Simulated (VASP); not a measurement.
# Mo (Fm-3m) in VASP: further runs

The runs below take Mo through single point, relaxation of cell and atoms, with PBEsol.

All numbers are computed with VASP 6.6.1; they aren't measurements. Logs are shortened: lines on timing, memory, paths and dates and some standing lists are left out, and cuts for length are marked.

**1. The cell of the first run**

The structure is cubic, space group Fm-3m (No. 225). The conventional cell has a = 4.030 Å, b = 4.030 Å, c = 4.030 Å, α = 90.00°, β = 90.00°, γ = 90.00°. Mo (site symmetry m-3m) has 12 Mo at 2.85 Å within 3.8 Å.

**2. Single point, PBEsol**

INCAR

```
  PREC = Accurate
  ENCUT = 520
  EDIFF = 1E-6
  ISMEAR = 0
  SIGMA = 0.1
  LREAL = F
  LASPH = T
  NELM = 80
  ALGO = Normal
  ISIF = 2
  LWAVE = F
  LCHARG = F
  GGA = PS
  NBANDS = 13
```

KPOINTS

```
regular mesh
0
Gamma
  8 8 8
```

POSCAR

```
Mo
1.0
    0.0000000000     -2.0150000000     -2.0150000000
    2.0150000000      0.0000000000     -2.0150000000
    2.0150000000     -2.0150000000      0.0000000000
Mo
1
Direct
    0.0000000000      0.0000000000      0.0000000000
```

Potentials or basis: VASP PAW PBE potentials, release 64 (Mo_sv).

Launch:

```
$ cat potpaw_PBE.64/Mo_sv/POTCAR > POTCAR
$ mpirun -np 1 vasp_std > vasp.out
```

OUTCAR:

```text
PREC = Accurate
   ENCUT = 520
   EDIFF = 1E-6
   ISMEAR = 0
   LREAL = F
   LASPH = T
   NELM = 80
   ISIF = 2
   GGA = PS

 ion  position               nearest neighbor table
   1  0.000  0.000  0.000-

  LATTYP: Found a face centered cubic cell.
 ALAT       =     4.0300000000

  Lattice vectors:

 A1 = (   0.0000000000,  -2.0150000000,  -2.0150000000)
 A2 = (   2.0150000000,   0.0000000000,  -2.0150000000)
 A3 = (   2.0150000000,  -2.0150000000,   0.0000000000)

Analysis of symmetry for initial positions (statically):
[... 33 lines left out ...]
                                     Primitive cell

  volume of cell :      16.3627

  direct lattice vectors                    reciprocal lattice vectors
     0.000000000 -2.015000000 -2.015000000    -0.248138958 -0.248138958 -0.248138958
     2.015000000  0.000000000 -2.015000000     0.248138958  0.248138958 -0.248138958
     2.015000000 -2.015000000  0.000000000     0.248138958 -0.248138958  0.248138958

  length of vectors
     2.849640328  2.849640328  2.849640328     0.429789282  0.429789282  0.429789282

  position of ions in fractional coordinates (direct lattice)
     0.000000000  0.000000000  0.000000000

  ion indices of the primitive-cell ions
   primitive index   ion index
                 1           1

----------------------------------------------------------------------------------------

 KPOINTS: regular mesh

Automatic generation of k-mesh.
 Grid dimensions read from file:
 generate k-points for:    8    8    8

 Generating k-lattice:

  Cartesian coordinates                     Fractional coordinates (reciprocal lattice)
    -0.031017370 -0.031017370 -0.031017370     0.125000000  0.000000000  0.000000000
     0.031017370  0.031017370 -0.031017370     0.000000000  0.125000000  0.000000000
     0.031017370 -0.031017370  0.031017370     0.000000000  0.000000000  0.125000000

  Length of vectors
     0.053723660  0.053723660  0.053723660

  Shift w.r.t. Gamma in fractional coordinates (k-lattice)
     0.000000000  0.000000000  0.000000000

 Subroutine IBZKPT returns following result:
 ===========================================

 Found     29 irreducible k-points:

 Following reciprocal coordinates:
            Coordinates               Weight
  0.000000  0.000000  0.000000      1.000000
  0.125000  0.000000  0.000000      8.000000
  0.250000  0.000000  0.000000      8.000000
  0.375000  0.000000  0.000000      8.000000
  0.500000  0.000000  0.000000      4.000000
  0.125000  0.125000  0.000000      6.000000
[... 16 lines left out ...]
  0.500000  0.250000  0.125000     48.000000
 -0.375000  0.250000  0.125000     24.000000
 [... further k-points ...]
   k-points           NKPTS =     29   k-points in BZ     NKDIM =     29   number of bands    NBANDS=     13
   number of dos      NEDOS =    301   number of ions     NIONS =      1
   total plane-waves  NPLWV =  13824
   dimension x,y,z NGX =    24 NGY =   24 NGZ =   24
   dimension x,y,z NGXF=    48 NGYF=   48 NGZF=   48
   ions per type =               1
   NGX,Y,Z   is equivalent  to a cutoff of  14.00, 14.00, 14.00 a.u.
   NGXF,Y,Z  is equivalent  to a cutoff of  28.00, 28.00, 28.00 a.u.
 SYSTEM =  unknown system
   PREC   = accura    normal or accurate (medium, high low for compatibility)
   ISTART =      0    job   : 0-new  1-cont  2-samecut
   ICHARG =      2    charge: 1-file 2-atom 10-const
   ISPIN  =      1    spin polarized calculation?
   LNONCOLLINEAR =      F non collinear calculations
   LSORBIT =      F    spin-orbit coupling
   LASPH  =      T    aspherical Exc in radial PAW
   ENCUT  =  520.0 eV  38.22 Ry    6.18 a.u.   5.30  5.30  5.30*2*pi/ulx,y,z
   NELM   =     80;   NELMIN=  2; NELMDL= -5     # of ELM steps
   EDIFF  = 0.1E-05   stopping-criterion for ELM
   LREAL  =      F    real-space projection
   EDIFFG = 0.1E-04   stopping-criterion for IOM
   NSW    =      0    number of steps for IOM
   IBRION =     -1    ionic relax: 0-MD 1-quasi-New 2-CG
   NFREE  =      0    steps in history (QN), initial steepest desc. (CG)
   ISIF   =      2    stress and relaxation
   ISYM   =      2    0-nonsym 1-usesym 2-fastsym
   POTIM  = 0.5000    time-step for ionic-motion
   TEBEG  =    0.0;   TEEND  =   0.0 temperature during run
   PSTRESS=    0.0 pullay stress
   NELECT =      14.0000    total number of electrons
   NUPDOWN=      -1.0000    fix difference up-down
   EMIN   =  10.00;   EMAX   =-10.00  energy-range for DOS
   EFERMI =   0.00;   METHOD = LEGACY
   ISMEAR =     0;   SIGMA  =   0.10  broadening in eV -4-tet -1-fermi 0-gaus
   EFERMI_NEDOS =   21; number of points for ismear=-14 and -15
   IALGO  =     38    algorithm
   IMIX   =      4    mixing-type and parameters
     AMIX     =   0.40;   BMIX     =  1.00
     AMIX_MAG =   1.60;   BMIX_MAG =  1.00
  volume/ion in A,a.u.               =      16.36       110.42
  Fermi-wavevector in a.u.,A,eV,Ry     =   1.554172  2.936960 32.864208  2.415451
  Thomas-Fermi vector in A             =   2.658297
   LORBIT       =      0    0 simple, 1 ext, 2 COOP (PROOUT), +10 PAW based schemes
   GGA     = PS    functional components
   LHFCALC =     F    Hartree Fock is set to
   AEXX    =    0.0000 exact exchange contribution
   IVDW    =     0    specifies the selected vdW correction
   LEPSILON=     F    determine dielectric tensor
   LRPA    =     F    only Hartree local field effects (RPA)
 non-spin polarized calculation
 Gauss-broadening in eV      SIGMA  =   0.10
  energy-cutoff  :      520.00
  volume of cell :       16.36
 maximum number of plane-waves:       459
 NGX is ok and might be reduce to    24
   NGX = 11   NGY = 11   NGZ = 11

 number of electron      14.0000001 magnetization

 Free energy of the ion-electron system (eV)
  ---------------------------------------------------
  ext. energy  EPLUGINS =         0.00000000
  ---------------------------------------------------
  free energy    TOTEN  =       -11.30549123 eV

  energy without entropy =      -11.29659757  energy(sigma->0) =      -11.30104440

 E-fermi :  11.2986     XC(G=0): -13.2559

 val. band max:       11.2494365257   @ k =  -0.3750   0.1250   0.0000
 cond. band min:      11.3135679266   @ k =  -0.1250   0.1250   0.0000
 fundamental gap:      0.0641314010
 Fermi energy:        11.2986311622

 k-point     1 :       0.0000    0.0000    0.0000
  band No.  band energies     occupation
      1     -49.2985      2.00000
      2     -22.7049      2.00000
      3     -22.7049      2.00000
      4     -22.7049      2.00000
      5       4.6164      2.00000
      6      10.6527      2.00000
      7      10.6527      2.00000
      8      10.6527      2.00000
      9      13.2434      0.00000
     10      13.2434      0.00000
     11      24.4130      0.00000
     12      29.5283      0.00000
     13      29.5283      0.00000

 k-point     2 :       0.1250    0.0000    0.0000
  band No.  band energies     occupation
      1     -49.2685      2.00000
      2     -22.8939      2.00000
      3     -22.7287      2.00000
      4     -22.7287      2.00000
      5       5.2147      2.00000
      6      10.2891      2.00000
      7      10.8988      2.00000
      8      10.8988      2.00000
      9      13.0735      0.00000
     10      13.0735      0.00000
     11      25.4968      0.00000
     12      27.5733      0.00000
     13      30.6137      0.00000

 k-point     3 :       0.2500    0.0000    0.0000
  band No.  band energies     occupation
      1     -49.1956      2.00000
      2     -23.3359      2.00000
      3     -22.7859      2.00000
      4     -22.7859      2.00000
      5       6.4702      2.00000
      6      10.0435      2.00000
      7      11.0357      1.99980
      8      11.0357      1.99980
      9      13.3595      0.00000
     10      13.3595      0.00000
     11      24.8295      0.00000
     12      27.5580      0.00000
     13      33.4444      0.00000

 k-point     4 :       0.3750    0.0000    0.0000
  band No.  band energies     occupation
      1     -49.1216      2.00000
      2     -23.7598      2.00000
      3     -22.8424      2.00000
      4     -22.8424      2.00000
      5       6.8823      2.00000
      6      10.6630      2.00000
      7      10.6630      2.00000
      8      11.4713      0.01463
      9      14.5553      0.00000
     10      14.5553      0.00000
     11      23.0649      0.00000
     12      25.6336      0.00000
     13      31.7863      0.00000

 k-point     5 :       0.5000    0.0000    0.0000
  band No.  band energies     occupation
      1     -49.0906      2.00000
      2     -23.9307      2.00000
      3     -22.8655      2.00000
      4     -22.8655      2.00000
      5       6.8113      2.00000
      6      10.4660      2.00000
      7      10.4660      2.00000
      8      12.7950      0.00000
      9      15.2617      0.00000
     10      15.2617      0.00000
     11      22.1121      0.00000
     12      24.0814      0.00000
     13      30.1694      0.00000
[... 257 lines left out ...]
 k-point    22 :       0.3750    0.2500    0.1250
  band No.  band energies     occupation
      1     -49.1411      2.00000
      2     -23.4385      2.00000
      3     -23.0146      2.00000
      4     -22.8615      2.00000
      5       7.5896      2.00000
      6       8.9335      2.00000
      7      10.4183      2.00000
      8      12.5566      0.00000
      9      12.5636      0.00000
     10      15.1570      0.00000
     11      26.0927      0.00000
     12      28.5232      0.00000
     13      29.4485      0.00000

 k-point    23 :       0.5000    0.2500    0.1250
  band No.  band energies     occupation
      1     -49.0815      2.00000
      2     -23.6659      2.00000
      3     -23.1496      2.00000
      4     -22.9311      2.00000
      5       8.1031      2.00000
      6       9.2777      2.00000
      7       9.9378      2.00000
      8      12.0987      0.00000
      9      14.1756      0.00000
     10      17.1061      0.00000
     11      23.6431      0.00000
     12      26.9697      0.00000
     13      27.7933      0.00000

 k-point    24 :      -0.3750    0.2500    0.1250
  band No.  band energies     occupation
      1     -49.0566      2.00000
      2     -23.7635      2.00000
      3     -23.1917      2.00000
      4     -22.9689      2.00000
      5       8.1046      2.00000
      6       9.0225      2.00000
      7      10.7063      2.00000
      8      11.7872      0.00000
      9      14.9435      0.00000
     10      18.6045      0.00000
     11      21.3381      0.00000
     12      26.5383      0.00000
     13      27.8450      0.00000

 [... further k-points ...]

------------------------ aborting loop because EDIFF is reached ----------------------------------------

  FORCE on cell =-STRESS in cart. coord.  units (eV):
  Direction    XX          YY          ZZ          XY          YZ          ZX
  --------------------------------------------------------------------------------------
  -------------------------------------------------------------------------------------
  Total       -1.1773495     -1.1773495     -1.1773495      0.0000000     -0.0000000      0.0000000
  in kB     -115.2818202   -115.2818202   -115.2818202      0.0000000     -0.0000000      0.0000000
  external PRESSURE =    -115.2818202 kB  Pullay stress =       0.0000000 kB

 VOLUME and BASIS-vectors are now :
 -----------------------------------------------------------------------------
  energy-cutoff  :      520.00
  volume of cell :       16.36
      direct lattice vectors                 reciprocal lattice vectors
     0.000000000 -2.015000000 -2.015000000    -0.248138958 -0.248138958 -0.248138958
     2.015000000  0.000000000 -2.015000000     0.248138958  0.248138958 -0.248138958
     2.015000000 -2.015000000  0.000000000     0.248138958 -0.248138958  0.248138958

 POSITION                                       TOTAL-FORCE (eV/Angst)
 -----------------------------------------------------------------------------------
      0.00000      0.00000      0.00000         0.000000      0.000000     -0.000000
 -----------------------------------------------------------------------------------
    total drift:                               -0.000000     -0.000000      0.000000

  FREE ENERGIE OF THE ION-ELECTRON SYSTEM (eV)
  ---------------------------------------------------
  free  energy   TOTEN  =       -11.3054912315 eV

  energy  without entropy=      -11.2965975662  energy(sigma->0) =      -11.30104440
```

It took 2.8 s on 1 thread of Intel Xeon 6975P-C (Granite Rapids), shared host; peak memory 0.13 GiB.

Results:

| Quantity | Value |
| --- | --- |
| Free energy | -11.3055 eV |
| Pressure | -11.5 GPa |
| Band gap on the k mesh | zero (band 7 reaches 15.21 eV, above the bottom of band 8 at 10.65 eV) |

Levels at points of the mesh, in eV from the Fermi level:
```tsv
k point	band 3	band 4	band 5	band 6	band 7	band 8	band 9	band 10	band 11	band 12
(0.00, 0.00, 0.00)	-34.00	-34.00	-6.68	-0.65	-0.65	-0.65	1.94	1.94	13.11	18.23
(0.50, 0.00, 0.00)	-34.16	-34.16	-4.49	-0.83	-0.83	1.50	3.96	3.96	10.81	12.78
(0.50, 0.50, 0.00)	-34.44	-34.44	-4.81	-4.12	3.91	3.91	4.54	4.54	12.29	12.29
```

Caveat: the PAW data sets were made with another functional, which shifts forces and pressure a little.

**3. Single point, PBEsol**

This run uses another cell than the first one, of 15.53 Å³/atom, 0.949 times its volume.

INCAR

```
SYSTEM = Mo
ALGO     = Normal         ! electronic algorithm
EDIFF    = 1E-6           ! SCF threshold, eV
ENCUT    = 520            ! plane-wave cutoff, eV
GGA      = PS             ! functional
ISIF     = 2              ! what is computed and relaxed
ISMEAR   = 0              ! smearing method
LASPH    = .True.         ! aspherical terms in the spheres
LCHARG   = .False.        ! write CHGCAR
LREAL    = .False.        ! projectors in reciprocal space
LWAVE    = .False.        ! write WAVECAR
NBANDS   = 13             ! bands
NELM     = 100            ! most SCF steps
PREC     = Accurate       ! precision mode
SIGMA    = 0.1            ! smearing width, eV
```

KPOINTS

```
k-points
0
Gamma
  18 18 18
  0 0 0
```

POSCAR

```
Mo
1.0
    0.0000000000     -1.9803974469     -1.9803974469
    1.9803974469      0.0000000000     -1.9803974469
    1.9803974469     -1.9803974469      0.0000000000
Mo
1
Direct
    0.0000000000      0.0000000000      0.0000000000
```

Potentials or basis: VASP PAW PBE potentials, release 64 (Mo_sv).

Launch:

```
$ cat potpaw_PBE.64/Mo_sv/POTCAR > POTCAR
$ mpirun -np 1 vasp_std > vasp.out
```

OUTCAR:

```text
SYSTEM = Mo
   EDIFF = 1E-6
   ENCUT = 520
   GGA = PS
   ISIF = 2
   ISMEAR = 0
   LASPH = .True.
   LREAL = .False.
   NELM = 100
   PREC = Accurate

 ion  position               nearest neighbor table
   1  0.000  0.000  0.000-

  LATTYP: Found a face centered cubic cell.
 ALAT       =     3.9607948938

  Lattice vectors:

 A1 = (   0.0000000000,  -1.9803974469,  -1.9803974469)
 A2 = (   1.9803974469,   0.0000000000,  -1.9803974469)
 A3 = (   1.9803974469,  -1.9803974469,   0.0000000000)

Analysis of symmetry for initial positions (statically):
[... 33 lines left out ...]
                                     Primitive cell

  volume of cell :      15.5341

  direct lattice vectors                    reciprocal lattice vectors
     0.000000000 -1.980397447 -1.980397447    -0.252474573 -0.252474573 -0.252474573
     1.980397447  0.000000000 -1.980397447     0.252474573  0.252474573 -0.252474573
     1.980397447 -1.980397447  0.000000000     0.252474573 -0.252474573  0.252474573

  length of vectors
     2.800704928  2.800704928  2.800704928     0.437298788  0.437298788  0.437298788

  position of ions in fractional coordinates (direct lattice)
[... 135 lines left out ...]
      1     -48.4752      2.00000
      2     -21.7696      2.00000
      3     -21.7696      2.00000
      4     -21.7696      2.00000
      5       5.2620      2.00000
      6      11.3755      2.00000
      7      11.3755      2.00000
      8      11.3755      2.00000
      9      14.1724      0.00000
     10      14.1724      0.00000
     11      25.2374      0.00000
     12      30.6116      0.00000
     13      30.6116      0.00000
[... 354 lines left out ...]
  band No.  band energies     occupation
      1     -48.3504      2.00000
      2     -22.4801      2.00000
      3     -21.9080      2.00000
      4     -21.8434      2.00000
      5       7.1954      2.00000
      6      10.6061      2.00000
      7      11.7800      2.00000
      8      11.8896      1.99819
      9      13.7760      0.00000
     10      14.7149      0.00000
     11      26.1511      0.00000
     12      28.9001      0.00000
     13      33.5286      0.00000

 [... further k-points ...]

------------------------ aborting loop because EDIFF is reached ----------------------------------------

  FORCE on cell =-STRESS in cart. coord.  units (eV):
  Direction    XX          YY          ZZ          XY          YZ          ZX
  --------------------------------------------------------------------------------------
  -------------------------------------------------------------------------------------
  Total        0.0494554      0.0494554      0.0494554      0.0000000      0.0000000      0.0000000
  in kB        5.1007825      5.1007825      5.1007825      0.0000000      0.0000000      0.0000000
  external PRESSURE =       5.1007825 kB  Pullay stress =       0.0000000 kB

 VOLUME and BASIS-vectors are now :
 -----------------------------------------------------------------------------
  energy-cutoff  :      520.00
  volume of cell :       15.53
      direct lattice vectors                 reciprocal lattice vectors
     0.000000000 -1.980397447 -1.980397447    -0.252474573 -0.252474573 -0.252474573
     1.980397447  0.000000000 -1.980397447     0.252474573  0.252474573 -0.252474573
     1.980397447 -1.980397447  0.000000000     0.252474573 -0.252474573  0.252474573

 POSITION                                       TOTAL-FORCE (eV/Angst)
 -----------------------------------------------------------------------------------
      0.00000      0.00000      0.00000         0.000000     -0.000000      0.000000
 -----------------------------------------------------------------------------------
    total drift:                                0.000000     -0.000000      0.000000

  FREE ENERGIE OF THE ION-ELECTRON SYSTEM (eV)
  ---------------------------------------------------
  free  energy   TOTEN  =       -11.3482809081 eV

  energy  without entropy=      -11.3421917333  energy(sigma->0) =      -11.34523632
```

OSZICAR:

```text
N       E                     dE             d eps       ncg     rms          rms(c)
DAV:   1     0.914048787206E+02    0.91405E+02   -0.80466E+03  5110   0.110E+03
DAV:   2    -0.108464155115E+02   -0.10225E+03   -0.98506E+02  5730   0.310E+02
DAV:   3    -0.120261775480E+02   -0.11798E+01   -0.11752E+01  5680   0.329E+01
DAV:   4    -0.120287822799E+02   -0.26047E-02   -0.26047E-02  5655   0.189E+00
DAV:   5    -0.120287986288E+02   -0.16349E-04   -0.16348E-04  5835   0.133E-01    0.155E+01
DAV:   6    -0.114373216310E+02    0.59148E+00   -0.73883E-01  5225   0.103E+01    0.432E+00
DAV:   7    -0.113536342727E+02    0.83687E-01   -0.14159E-01  5705   0.424E+00    0.798E-01
DAV:   8    -0.113482634140E+02    0.53709E-02   -0.38291E-03  5180   0.770E-01    0.168E-01
DAV:   9    -0.113482719678E+02   -0.85538E-05   -0.81035E-05  6300   0.105E-01    0.779E-02
DAV:  10    -0.113482807295E+02   -0.87617E-05   -0.71478E-06  5245   0.301E-02    0.915E-03
DAV:  11    -0.113482809081E+02   -0.17867E-06   -0.81940E-08  2945   0.275E-03
   1 F= -.11348281E+02 E0= -.11345236E+02  d E =-.608917E-02
```

It took 10 s on 1 thread of Intel Xeon 6975P-C (Granite Rapids), shared host; peak memory 0.16 GiB.

What came out:

* Free energy: -11.3483 eV
* Pressure: 0.5 GPa
* Band gap on the k mesh: zero (band 7 reaches 16.30 eV, above the bottom of band 8 at 11.38 eV)

Caveat: the PAW data sets were made with another functional, which shifts forces and pressure a little.

(Part 1 of 2 ends here.)
